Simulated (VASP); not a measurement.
Here is a VASP 6.6.1 calculation.

The input INCAR:

```
PREC = Accurate
ENCUT = 520
EDIFF = 1E-7
ISMEAR = 0
SIGMA = 0.1
LREAL = F
LASPH = T
NELM = 60
ALGO = Normal
ISIF = 2
LWAVE = F
LCHARG = F
GGA = PE
NBANDS = 34
```

Contents of KPOINTS:

```
Automatic mesh
0
Gamma
  4 4 4
```

POSCAR

```
InGe2O2
1.0
    4.3502922168      0.0000000000      0.0000000000
    0.0000000000      4.3502922168      0.0000000000
    0.0000000000      0.0000000000      5.5674651612
In Ge O
1 2 2
Direct
    0.0000000000      0.0000000000      0.5000000000
    0.0000000000      0.0000000000      0.0000000000
    0.5000000000      0.5000000000      0.0000000000
    0.5000000000      0.0000000000      0.0000000000
    0.0000000000      0.5000000000      0.0000000000
```

Potentials or basis: VASP PAW PBE potentials, release 64 (In_d, Ge_d, O).

Launch:

```sh
$ cat potpaw_PBE.64/In_d/POTCAR potpaw_PBE.64/Ge_d/POTCAR potpaw_PBE.64/O/POTCAR > POTCAR
$ mpirun -np 1 vasp_std > vasp.out
```

Problem. Estimate the pressure.

Solution. 0.1 GPa.

Stress tensor (GPa, compression positive):
```
 0.17  0.00  0.00
 0.00  0.17  0.00
 0.00  0.00 -0.08
```

Caveat: the k points lie up to 0.36 Å⁻¹ apart; an odd number of electrons without spin polarisation forces a metal; a magnetic or distorted state may lie lower.
